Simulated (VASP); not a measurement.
# HgTe (R3m) in VASP: a series of runs, part 2 of 2

VASP 6.6.1. The steps go on from the part before.

### 4 Electric field gradients, LDA (equal xy, yz and zx shear strains of +1 %)

Input file INCAR:

```
SYSTEM = HgTe
ALGO = Normal ; EDIFF = 1E-8
ENCUT = 520 ; GGA = CA
ISIF = 2 ; ISMEAR = -1
LASPH = .True. ; LCHARG = .False.
LEFG = .True. ; LREAL = .False.
LWAVE = .False. ; NBANDS = 16
NELM = 60 ; PREC = Accurate
SIGMA = 0.03
```

Input file KPOINTS:

```
k-points
0
Gamma
  11 11 11
  0 0 0
```

Input file POSCAR:

```
HgTe
1.0
    0.0322350000      3.2396175000      3.2396175000
    3.2396175000      0.0322350000      3.2396175000
    3.2396175000      3.2396175000      0.0322350000
Hg Te
1 1
Direct
    0.0000000000      0.0000000000      0.0000000000
    0.7500000000      0.7500000000      0.7500000000
```

Potentials or basis: VASP PAW LDA potentials, release 64 (Hg, Te).

Launch:

```sh
$ cat potpaw_LDA.64/Hg/POTCAR potpaw_LDA.64/Te/POTCAR > POTCAR
$ mpirun -np 1 vasp_std > vasp.out
```

OUTCAR:

```text
SYSTEM = HgTe
   EDIFF = 1E-8
   ENCUT = 520
   GGA = CA
   ISIF = 2
   ISMEAR = -1
   LASPH = .True.
   LREAL = .False.
   NELM = 60
   PREC = Accurate

 ion  position               nearest neighbor table
   1  0.000  0.000  0.000-   2 2.78   2 2.78   2 2.78   2 2.82
   2  0.750  0.750  0.750-   1 2.78   1 2.78   1 2.78   1 2.82

  LATTYP: Found a trigonal (rhomboedric) cell.
 ALAT       =     4.5816244049
 COS(alpha) =     0.5099250056

  Lattice vectors:

 A1 = (   0.0322350000,   3.2396175000,   3.2396175000)
 A2 = (   3.2396175000,   0.0322350000,   3.2396175000)
 A3 = (   3.2396175000,   3.2396175000,   0.0322350000)

Analysis of symmetry for initial positions (statically):
=====================================================================
 Subroutine PRICEL returns:
 Original cell was already a primitive cell.

 Routine SETGRP: Setting up the symmetry group for a
 trigonal (rhombohedral) supercell.

 Subroutine GETGRP returns: Found  6 space group operations
 (whereof  6 operations were pure point group operations)
 out of a pool of 12 trial point group operations.

The static configuration has the point symmetry C_3v.

Analysis of symmetry for dynamics (positions and initial velocities):
=====================================================================
 Subroutine PRICEL returns:
 Original cell was already a primitive cell.

 Routine SETGRP: Setting up the symmetry group for a
 trigonal (rhombohedral) supercell.

 Subroutine GETGRP returns: Found  6 space group operations
 (whereof  6 operations were pure point group operations)
 out of a pool of 12 trial point group operations.

[... 158 lines left out ...]
      2      -4.4422      2.00000
      3      -4.4422      2.00000
      4      -4.4189      2.00000
      5      -3.8914      2.00000
      6      -3.8914      2.00000
[... 433 lines left out ...]
      3      -4.3138      2.00000
      4      -4.2321      2.00000
      5      -3.9171      2.00000
      6      -3.8654      2.00000
[... 8 lines left out ...]
     15      12.0441      0.00000
     16      12.2873      0.00000

 [... further k-points ...]

------------------------ aborting loop because EDIFF is reached ----------------------------------------

  FORCE on cell =-STRESS in cart. coord.  units (eV):
  Direction    XX          YY          ZZ          XY          YZ          ZX
  --------------------------------------------------------------------------------------
  -------------------------------------------------------------------------------------
  Total        0.0090317      0.0090317      0.0090317     -0.1694254     -0.1694254     -0.1694254
  in kB        0.2160233      0.2160233      0.2160233     -4.0523652     -4.0523652     -4.0523652
  external PRESSURE =       0.2160233 kB  Pullay stress =       0.0000000 kB

 VOLUME and BASIS-vectors are now :
 -----------------------------------------------------------------------------
  energy-cutoff  :      520.00
  volume of cell :       66.99
      direct lattice vectors                 reciprocal lattice vectors
     0.032235000  3.239617500  3.239617500    -0.156662091  0.155118622  0.155118622
     3.239617500  0.032235000  3.239617500     0.155118622 -0.156662091  0.155118622
     3.239617500  3.239617500  0.032235000     0.155118622  0.155118622 -0.156662091

 POSITION                                       TOTAL-FORCE (eV/Angst)
 -----------------------------------------------------------------------------------
      0.00000      0.00000      0.00000        -0.052664     -0.052664     -0.052664
      4.88360      4.88360      4.88360         0.052664      0.052664      0.052664
 -----------------------------------------------------------------------------------
    total drift:                                0.000102      0.000102      0.000102

  FREE ENERGIE OF THE ION-ELECTRON SYSTEM (eV)
  ---------------------------------------------------
  free  energy   TOTEN  =        -5.0361277445 eV

  energy  without entropy=       -5.0359956943  energy(sigma->0) =       -5.03606172

 Electric field gradients (V/A^2)
---------------------------------------------------------------------
 ion       V_xx      V_yy      V_zz      V_xy      V_xz      V_yz
---------------------------------------------------------------------
   1       0.000     0.000    -0.000    14.159    14.159    14.159
   2      -0.000    -0.000     0.000     2.120     2.120     2.120
---------------------------------------------------------------------

 Electric field gradients after diagonalization (V/A^2)
 (convention: |V_zz| > |V_xx| > |V_yy|)
----------------------------------------------------------------------
 ion       V_xx      V_yy      V_zz     asymmetry (V_yy - V_xx)/ V_zz
----------------------------------------------------------------------
   1     -14.159   -14.159    28.319       0.000
   2      -2.120    -2.120     4.239       0.000
----------------------------------------------------------------------

           NMR quadrupolar parameters

 Cq : quadrupolar parameter    Cq=e*Q*V_zz/h
 eta: asymmetry parameters     (V_yy - V_xx)/ V_zz
 Q  : nuclear electric quadrupole moment in mb (millibarn)
----------------------------------------------------------------------
 ion       Cq(MHz)       eta       Q (mb)
----------------------------------------------------------------------
   1       0.068       0.000       1.000
   2       0.010       0.000       1.000
----------------------------------------------------------------------
```

OSZICAR:

```text
N       E                     dE             d eps       ncg     rms          rms(c)
DAV:   1     0.104391493762E+03    0.10439E+03   -0.80338E+03  4704   0.974E+02
DAV:   2    -0.156866916999E+01   -0.10596E+03   -0.98793E+02  5448   0.228E+02
DAV:   3    -0.523175028642E+01   -0.36631E+01   -0.36527E+01  5712   0.439E+01
DAV:   4    -0.526627318520E+01   -0.34523E-01   -0.34521E-01  7016   0.391E+00
DAV:   5    -0.526637748152E+01   -0.10430E-03   -0.10430E-03  6032   0.190E-01    0.781E+00
DAV:   6    -0.505308927392E+01    0.21329E+00   -0.40267E-01  5712   0.878E+00    0.615E+00
DAV:   7    -0.503912195931E+01    0.13967E-01   -0.92420E-02  5768   0.212E+00    0.216E+00
DAV:   8    -0.503646314285E+01    0.26588E-02   -0.10481E-02  5040   0.120E+00    0.514E-01
DAV:   9    -0.503613227171E+01    0.33087E-03   -0.69610E-04  6192   0.294E-01    0.116E-01
DAV:  10    -0.503612687791E+01    0.53938E-05   -0.64500E-05  5912   0.723E-02    0.498E-02
DAV:  11    -0.503612876874E+01   -0.18908E-05   -0.14293E-05  5992   0.329E-02    0.259E-02
DAV:  12    -0.503612776288E+01    0.10059E-05   -0.24436E-06  5120   0.132E-02    0.122E-02
DAV:  13    -0.503612778026E+01   -0.17385E-07   -0.20538E-07  6072   0.266E-03    0.845E-03
DAV:  14    -0.503612774531E+01    0.34949E-07   -0.87768E-08  5776   0.351E-03    0.140E-03
DAV:  15    -0.503612774453E+01    0.78762E-09   -0.19332E-08  5160   0.762E-04
   1 F= -.50361277E+01 E0= -.50360617E+01  d E =-.132050E-03
```

Wall time 1.8 min (1 thread of Intel Xeon 6975P-C (Granite Rapids), shared host); peak memory 0.29 GiB.

Results:

* Free energy: -5.0361 eV
* Pressure: 0.0 GPa
* Largest force: 0.091 eV/Å
* Band gap on the k mesh: zero (filled and empty bands touch)
* Largest electric field gradient by atom: Hg +28.3; Te +4.2 V/Å²

Forces in eV/Å, atoms in the order of the input:
```
Hg  -0.053 -0.053 -0.053
Te   0.053  0.053  0.053
```

Levels at points of the mesh, in eV from the Fermi level:
```csv
k point,band 5,band 6,band 7,band 8,band 9,band 10,band 11,band 12,band 13,band 14
"(0.00, 0.00, 0.00)",-6.92,-6.92,-0.89,-0.07,-0.02,-0.02,4.00,4.16,4.16,6.20
```

Electric field gradients, principal values (V/Å²):
| atom | least | middle | greatest (by size) |
| --- | --- | --- | --- |
| 1 Hg | -14.159 | -14.159 | 28.319 |
| 2 Te | -2.120 | -2.120 | 4.239 |

Caveat: the cell differs from its parent crystal (equal xy, yz and zx shear strains of +1 %); semilocal functionals underestimate gaps, and a narrow one can read as zero; without QUAD_EFG the Cq values of the log hold for a quadrupole moment of 1 mb, not for the nuclei; spin-orbit coupling is left out, which moves the levels of the heavy elements.

### 5 Summary

```tsv
cell	gap on the mesh (eV)	pressure (GPa)	largest force (eV/Å)
a = 4.605 Å, angles 58.7°, 2 atoms	none	0.1	0.17
a = 4.514 Å, angles 61.3°, 2 atoms	0.10	0.1	0.22
a = 4.582 Å, angles 59.3°, 2 atoms	none	0.0	0.09
```

Alike in all rows: task electric field gradients; level LDA; potentials or basis VASP PAW LDA potentials, release 64 (Hg, Te); no spin polarisation; k mesh 11 × 11 × 11; cutoff (eV) 520; smearing fermi-dirac 0.03 eV.

Caveats: spin-orbit coupling is left out, which moves the levels of the heavy elements; semilocal functionals underestimate gaps, and a narrow one can read as zero (at least some runs).

Absolute energies hang on the potentials; compare differences alone.
